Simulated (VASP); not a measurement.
# ZnO (Pm-3m) in VASP: further runs

Aim: see how the results for ZnO move with the level of theory and the settings. Levels: PBE, HSE06. Tasks: single point.

Everything below comes from runs of VASP 6.6.1. Logs are shortened: lines on timing, memory, paths and dates and some standing lists are left out, and cuts for length are marked.

## Step 1: The cell of the first run

It takes space group Pm-3m (No. 221, cubic). The conventional cell has a = 2.646 Å, b = 2.646 Å, c = 2.646 Å, α = 90.00°, β = 90.00°, γ = 90.00°. Within 3.0 Å of Zn (site symmetry m-3m) lie 8 O at 2.29 Å and 6 Zn at 2.65 Å. O (site symmetry m-3m) has 8 Zn at 2.29 Å and 6 O at 2.65 Å within 3.0 Å.

## Step 2: Single point, PBE

Input file INCAR:

```
PREC     = Accurate       # precision mode
ENCUT    = 520            # plane-wave cutoff, eV
EDIFF    = 1E-6           # SCF threshold, eV
ISMEAR   = -1             # smearing method
SIGMA    = 0.02           # smearing width, eV
LREAL    = False          # projectors in reciprocal space
LASPH    = True           # aspherical terms in the spheres
NELM     = 100            # most SCF steps
ALGO     = Normal         # electronic algorithm
ISIF     = 2              # what is computed and relaxed
LWAVE    = False          # write WAVECAR
LCHARG   = False          # write CHGCAR
GGA      = PE             # functional
NBANDS   = 16             # bands
```

Input file KPOINTS:

```
Automatic mesh
0
Gamma
  3 3 3
```

Input file POSCAR:

```
ZnO
1.0
    2.6461709590      0.0000000000      0.0000000000
    0.0000000000      2.6461709590      0.0000000000
    0.0000000000      0.0000000000      2.6461709590
Zn O
1 1
Direct
    0.0000000000      0.0000000000      0.0000000000
    0.5000000000      0.5000000000      0.5000000000
```

Potentials or basis: VASP PAW PBE potentials, release 64 (Zn, O).

On the command line:

```bash
> cat potpaw_PBE.64/Zn/POTCAR potpaw_PBE.64/O/POTCAR > POTCAR
> mpirun -np 1 vasp_std > vasp.out
```

OUTCAR:

```text
PREC = Accurate
   ENCUT = 520
   EDIFF = 1E-6
   ISMEAR = -1
   LREAL = False
   LASPH = True
   NELM = 100
   ISIF = 2
   GGA = PE

 ion  position               nearest neighbor table
   1  0.000  0.000  0.000-   2 2.29   2 2.29   2 2.29   2 2.29   2 2.29   2 2.29   2 2.29   2 2.29

   2  0.500  0.500  0.500-   1 2.29   1 2.29   1 2.29   1 2.29   1 2.29   1 2.29   1 2.29   1 2.29

  LATTYP: Found a simple cubic cell.
 ALAT       =     2.6461709590

  Lattice vectors:

 A1 = (   2.6461709590,   0.0000000000,   0.0000000000)
 A2 = (   0.0000000000,   2.6461709590,   0.0000000000)
 A3 = (   0.0000000000,   0.0000000000,   2.6461709590)

Analysis of symmetry for initial positions (statically):
=====================================================================
 Subroutine PRICEL returns:
 Original cell was already a primitive cell.

 Routine SETGRP: Setting up the symmetry group for a
 simple cubic supercell.

 Subroutine GETGRP returns: Found 48 space group operations
 (whereof 48 operations were pure point group operations)
 out of a pool of 48 trial point group operations.

The static configuration has the point symmetry O_h .

Analysis of symmetry for dynamics (positions and initial velocities):
=====================================================================
 Subroutine PRICEL returns:
 Original cell was already a primitive cell.

 Routine SETGRP: Setting up the symmetry group for a
 simple cubic supercell.

 Subroutine GETGRP returns: Found 48 space group operations
 (whereof 48 operations were pure point group operations)
 out of a pool of 48 trial point group operations.

The dynamic configuration has the point symmetry O_h .

 Subroutine INISYM returns: Found 48 space group operations
 (whereof 48 operations are pure point group operations),
 and found     1 'primitive' translations

----------------------------------------------------------------------------------------

                                     Primitive cell

  volume of cell :      18.5291

  direct lattice vectors                    reciprocal lattice vectors
     2.646170959  0.000000000  0.000000000     0.377904533  0.000000000  0.000000000
     0.000000000  2.646170959  0.000000000     0.000000000  0.377904533  0.000000000
     0.000000000  0.000000000  2.646170959     0.000000000  0.000000000  0.377904533

  length of vectors
     2.646170959  2.646170959  2.646170959     0.377904533  0.377904533  0.377904533

  position of ions in fractional coordinates (direct lattice)
[... 58 lines left out ...]
   EDIFF  = 0.1E-05   stopping-criterion for ELM
   LREAL  =      F    real-space projection
   EDIFFG = 0.1E-04   stopping-criterion for IOM
   NSW    =      0    number of steps for IOM
   IBRION =     -1    ionic relax: 0-MD 1-quasi-New 2-CG
   NFREE  =      0    steps in history (QN), initial steepest desc. (CG)
   ISIF   =      2    stress and relaxation
   ISYM   =      2    0-nonsym 1-usesym 2-fastsym
   POTIM  = 0.5000    time-step for ionic-motion
   TEBEG  =    0.0;   TEEND  =   0.0 temperature during run
   PSTRESS=    0.0 pullay stress
   NELECT =      18.0000    total number of electrons
   NUPDOWN=      -1.0000    fix difference up-down
   EMIN   =  10.00;   EMAX   =-10.00  energy-range for DOS
   EFERMI =   0.00;   METHOD = LEGACY
   ISMEAR =    -1;   SIGMA  =   0.02  broadening in eV -4-tet -1-fermi 0-gaus
   EFERMI_NEDOS =   21; number of points for ismear=-14 and -15
   IALGO  =     38    algorithm
   IMIX   =      4    mixing-type and parameters
     AMIX     =   0.40;   BMIX     =  1.00
     AMIX_MAG =   1.60;   BMIX_MAG =  1.00
  volume/ion in A,a.u.               =       9.26        62.52
  Fermi-wavevector in a.u.,A,eV,Ry     =   1.621366  3.063938 35.767379  2.628828
  Thomas-Fermi vector in A             =   2.715154
   LORBIT       =      0    0 simple, 1 ext, 2 COOP (PROOUT), +10 PAW based schemes
   GGA     = PE    functional components
   LHFCALC =     F    Hartree Fock is set to
   AEXX    =    0.0000 exact exchange contribution
   IVDW    =     0    specifies the selected vdW correction
   LEPSILON=     F    determine dielectric tensor
   LRPA    =     F    only Hartree local field effects (RPA)
 non-spin polarized calculation
  energy-cutoff  :      520.00
  volume of cell :       18.53
 maximum number of plane-waves:       506
 NGX is ok and might be reduce to    20
   NGX =  9   NGY =  9   NGZ =  9

 number of electron      18.0000025 magnetization

 Free energy of the ion-electron system (eV)
  ---------------------------------------------------
  ext. energy  EPLUGINS =         0.00000000
  ---------------------------------------------------
  free energy    TOTEN  =        -7.29770884 eV

  energy without entropy =       -7.29259516  energy(sigma->0) =       -7.29515200

 E-fermi :   3.4482     XC(G=0): -12.7684

 val. band max:        3.4002315688   @ k =   0.3333   0.3333   0.0000
 cond. band min:       7.1349700163   @ k =   0.3333   0.0000   0.0000
 fundamental gap:      3.7347384475
 Fermi energy:         3.4482167108

 k-point     1 :       0.0000    0.0000    0.0000
  band No.  band energies     occupation
      1     -15.2747      2.00000
      2      -2.9505      2.00000
      3      -2.9505      2.00000
      4      -1.7506      2.00000
      5      -1.7506      2.00000
      6      -1.7506      2.00000
[... 53 lines left out ...]
      3      -3.2128      2.00000
      4      -2.3611      2.00000
      5      -1.8991      2.00000
      6      -1.8991      2.00000
[... 8 lines left out ...]
     15      24.3756      0.00000
     16      25.2247      0.00000

------------------------ aborting loop because EDIFF is reached ----------------------------------------

  FORCE on cell =-STRESS in cart. coord.  units (eV):
  Direction    XX          YY          ZZ          XY          YZ          ZX
  --------------------------------------------------------------------------------------
  -------------------------------------------------------------------------------------
  Total        1.4435592      1.4435592      1.4435592      0.0000000     -0.0000000      0.0000000
  in kB      124.8220982    124.8220982    124.8220982      0.0000000     -0.0000000      0.0000000
  external PRESSURE =     124.8220982 kB  Pullay stress =       0.0000000 kB

 VOLUME and BASIS-vectors are now :
 -----------------------------------------------------------------------------
  energy-cutoff  :      520.00
  volume of cell :       18.53
      direct lattice vectors                 reciprocal lattice vectors
     2.646170959  0.000000000  0.000000000     0.377904533  0.000000000  0.000000000
     0.000000000  2.646170959  0.000000000     0.000000000  0.377904533  0.000000000
     0.000000000  0.000000000  2.646170959     0.000000000  0.000000000  0.377904533

 POSITION                                       TOTAL-FORCE (eV/Angst)
 -----------------------------------------------------------------------------------
      0.00000      0.00000      0.00000         0.000000      0.000000      0.000000
      1.32309      1.32309      1.32309         0.000000      0.000000      0.000000
 -----------------------------------------------------------------------------------
    total drift:                               -0.000000      0.000000      0.000000

  FREE ENERGIE OF THE ION-ELECTRON SYSTEM (eV)
  ---------------------------------------------------
  free  energy   TOTEN  =        -7.2977088375 eV

  energy  without entropy=       -7.2925951643  energy(sigma->0) =       -7.29515200
```

OSZICAR:

```text
N       E                     dE             d eps       ncg     rms          rms(c)
DAV:   1     0.929267896115E+02    0.92927E+02   -0.96728E+03   128   0.180E+03
DAV:   2    -0.474936962209E+01   -0.97676E+02   -0.90926E+02   144   0.300E+02
DAV:   3    -0.911684817951E+01   -0.43675E+01   -0.43531E+01   128   0.636E+01
DAV:   4    -0.913479245856E+01   -0.17944E-01   -0.17944E-01   152   0.405E+00
DAV:   5    -0.913484532541E+01   -0.52867E-04   -0.52867E-04   152   0.202E-01    0.881E+00
DAV:   6    -0.735680023215E+01    0.17780E+01   -0.30099E+00   160   0.597E+01    0.611E+00
DAV:   7    -0.732423887375E+01    0.32561E-01   -0.57060E-01   128   0.125E+01    0.313E+00
DAV:   8    -0.730074594755E+01    0.23493E-01   -0.90872E-02   128   0.264E+00    0.692E-01
DAV:   9    -0.729769794931E+01    0.30480E-02   -0.35755E-03   160   0.116E+00    0.112E-01
DAV:  10    -0.729769392629E+01    0.40230E-05   -0.98197E-04   128   0.276E-01    0.557E-02
DAV:  11    -0.729771018279E+01   -0.16257E-04   -0.59562E-05   144   0.738E-02    0.927E-03
DAV:  12    -0.729770915423E+01    0.10286E-05   -0.22342E-06   136   0.190E-02    0.403E-03
DAV:  13    -0.729770883746E+01    0.31677E-06   -0.28898E-07    88   0.663E-03
   1 F= -.72977088E+01 E0= -.72951520E+01  d E =-.511367E-02
```

It took 3 s on 1 thread of AMD EPYC 7R43 (Zen 3), shared host; peak memory 0.08 GiB.

Results:

```yaml
Free_energy: -7.2977 eV
Pressure: 12.5 GPa
Band_gap_on_the_k_mesh: zero (band 9 reaches 3.40 eV, above the bottom of band 10 at 2.99 eV)
```

Caveat: the k points lie up to 0.79 Å⁻¹ apart.

## Step 3: Single point, PBE

Input file INCAR:

```
PREC = Accurate
ENCUT = 520
EDIFF = 1E-6
ISMEAR = -1
SIGMA = 0.02
LREAL = False
LASPH = True
NELM = 80
ALGO = Normal
ISIF = 2
LWAVE = False
LCHARG = True
GGA = PE
LELF = True
LVHAR = True
NBANDS = 16
```

Input file KPOINTS:

```
Automatic mesh
0
Gamma
  6 6 6
```

POSCAR is that of step 2.

Potentials or basis: VASP PAW PBE potentials, release 64 (Zn, O).

On the command line:

```bash
> cat potpaw_PBE.64/Zn/POTCAR potpaw_PBE.64/O/POTCAR > POTCAR
> mpirun -np 1 vasp_std > vasp.out
```

OUTCAR:

```text
PREC = Accurate
   ENCUT = 520
   EDIFF = 1E-6
   ISMEAR = -1
   LREAL = False
   LASPH = True
   NELM = 80
   ISIF = 2
   GGA = PE

 ion  position               nearest neighbor table
   1  0.000  0.000  0.000-   2 2.29   2 2.29   2 2.29   2 2.29   2 2.29   2 2.29   2 2.29   2 2.29

   2  0.500  0.500  0.500-   1 2.29   1 2.29   1 2.29   1 2.29   1 2.29   1 2.29   1 2.29   1 2.29

  LATTYP: Found a simple cubic cell.
 ALAT       =     2.6461709590

  Lattice vectors:

 A1 = (   2.6461709590,   0.0000000000,   0.0000000000)
 A2 = (   0.0000000000,   2.6461709590,   0.0000000000)
 A3 = (   0.0000000000,   0.0000000000,   2.6461709590)

Analysis of symmetry for initial positions (statically):
=====================================================================
 Subroutine PRICEL returns:
 Original cell was already a primitive cell.

 Routine SETGRP: Setting up the symmetry group for a
 simple cubic supercell.

 Subroutine GETGRP returns: Found 48 space group operations
 (whereof 48 operations were pure point group operations)
 out of a pool of 48 trial point group operations.

The static configuration has the point symmetry O_h .

Analysis of symmetry for dynamics (positions and initial velocities):
=====================================================================
 Subroutine PRICEL returns:
 Original cell was already a primitive cell.

 Routine SETGRP: Setting up the symmetry group for a
 simple cubic supercell.

 Subroutine GETGRP returns: Found 48 space group operations
 (whereof 48 operations were pure point group operations)
 out of a pool of 48 trial point group operations.

The dynamic configuration has the point symmetry O_h .

 Subroutine INISYM returns: Found 48 space group operations
 (whereof 48 operations are pure point group operations),
 and found     1 'primitive' translations

----------------------------------------------------------------------------------------

[... 106 lines left out ...]
     AMIX     =   0.40;   BMIX     =  1.00
     AMIX_MAG =   1.60;   BMIX_MAG =  1.00
  volume/ion in A,a.u.               =       9.26        62.52
  Fermi-wavevector in a.u.,A,eV,Ry     =   1.621366  3.063938 35.767379  2.628828
  Thomas-Fermi vector in A             =   2.715154
   LORBIT       =      0    0 simple, 1 ext, 2 COOP (PROOUT), +10 PAW based schemes
   GGA     = PE    functional components
   LHFCALC =     F    Hartree Fock is set to
   AEXX    =    0.0000 exact exchange contribution
   IVDW    =     0    specifies the selected vdW correction
   LEPSILON=     F    determine dielectric tensor
   LRPA    =     F    only Hartree local field effects (RPA)
 non-spin polarized calculation
  energy-cutoff  :      520.00
  volume of cell :       18.53
 maximum number of plane-waves:       512
 NGX is ok and might be reduce to    20
   NGX =  9   NGY =  9   NGZ =  9

 number of electron      18.0000025 magnetization

 Free energy of the ion-electron system (eV)
  ---------------------------------------------------
  ext. energy  EPLUGINS =         0.00000000
  ---------------------------------------------------
  free energy    TOTEN  =        -7.45906767 eV

  energy without entropy =       -7.45844232  energy(sigma->0) =       -7.45875499

 E-fermi :   3.6206     XC(G=0): -12.7727

 val. band max:        3.5832815469   @ k =   0.5000   0.0000   0.0000
 cond. band min:       5.0647237625   @ k =   0.1667   0.0000   0.0000
 fundamental gap:      1.4814422157
 Fermi energy:         3.6206196560

 k-point     1 :       0.0000    0.0000    0.0000
  band No.  band energies     occupation
      1     -15.2721      2.00000
      2      -2.9732      2.00000
      3      -2.9732      2.00000
      4      -1.7737      2.00000
      5      -1.7737      2.00000
      6      -1.7737      2.00000
[... 357 lines left out ...]
      3      -3.7546      2.00000
      4      -3.7546      2.00000
      5      -1.4819      2.00000
      6      -1.4819      2.00000
[... 8 lines left out ...]
     15      24.9263      0.00000
     16      24.9263      0.00000

------------------------ aborting loop because EDIFF is reached ----------------------------------------

  FORCE on cell =-STRESS in cart. coord.  units (eV):
  Direction    XX          YY          ZZ          XY          YZ          ZX
  --------------------------------------------------------------------------------------
  -------------------------------------------------------------------------------------
  Total        1.0850365      1.0850365      1.0850365      0.0000000      0.0000000     -0.0000000
  in kB       93.8212566     93.8212566     93.8212566      0.0000000      0.0000000     -0.0000000
  external PRESSURE =      93.8212566 kB  Pullay stress =       0.0000000 kB

 VOLUME and BASIS-vectors are now :
 -----------------------------------------------------------------------------
  energy-cutoff  :      520.00
  volume of cell :       18.53
      direct lattice vectors                 reciprocal lattice vectors
     2.646170959  0.000000000  0.000000000     0.377904533  0.000000000  0.000000000
     0.000000000  2.646170959  0.000000000     0.000000000  0.377904533  0.000000000
     0.000000000  0.000000000  2.646170959     0.000000000  0.000000000  0.377904533

 POSITION                                       TOTAL-FORCE (eV/Angst)
 -----------------------------------------------------------------------------------
      0.00000      0.00000      0.00000         0.000000      0.000000      0.000000
      1.32309      1.32309      1.32309         0.000000      0.000000      0.000000
 -----------------------------------------------------------------------------------
    total drift:                               -0.000000      0.000000      0.000000

  FREE ENERGIE OF THE ION-ELECTRON SYSTEM (eV)
  ---------------------------------------------------
  free  energy   TOTEN  =        -7.4590676683 eV

  energy  without entropy=       -7.4584423162  energy(sigma->0) =       -7.45875499
```

stdout:

```text
POSCAR found type information on POSCAR ZnO
 POSCAR found :  2 types and       2 ions
 scaLAPACK will be used
 LDA part: xc-table for (Slater+PW92), standard interpolation
 POSCAR, INCAR and KPOINTS ok, starting setup
 FFT: planning ... GRIDC
 FFT: planning ... GRID_SOFT
 FFT: planning ... GRID
 WAVECAR not read
 entering main loop
```

Run time: 6.4 s. Hardware: 1 thread of AMD EPYC 7R43 (Zen 3), shared host; peak memory 0.09 GiB.

Results:

| Quantity | Value |
| --- | --- |
| Free energy | -7.4591 eV |
| Pressure | 9.4 GPa |
| Band gap on the k mesh | zero (band 9 reaches 3.58 eV, above the bottom of band 10 at 2.98 eV) |

Levels at points of the mesh, in eV from the Fermi level:
```
           k point  band 6  band 7  band 8  band 9  band 10  band 11  band 12  band 13
(0.00, 0.00, 0.00)   -5.39   -1.34   -1.34   -1.34    -0.64    14.32    14.32    17.96
(0.50, 0.00, 0.00)   -5.36   -4.55   -0.04   -0.04     5.26     6.81    16.00    16.00
(0.50, 0.50, 0.00)   -5.18   -5.18   -5.12   -0.23     2.73    10.38    10.38    16.11
(0.50, 0.50, 0.50)   -5.10   -1.44   -1.44   -1.44     5.51     5.51     5.51     9.87
```

Caveat: the k points lie up to 0.40 Å⁻¹ apart.

[end of part 1 of 2]
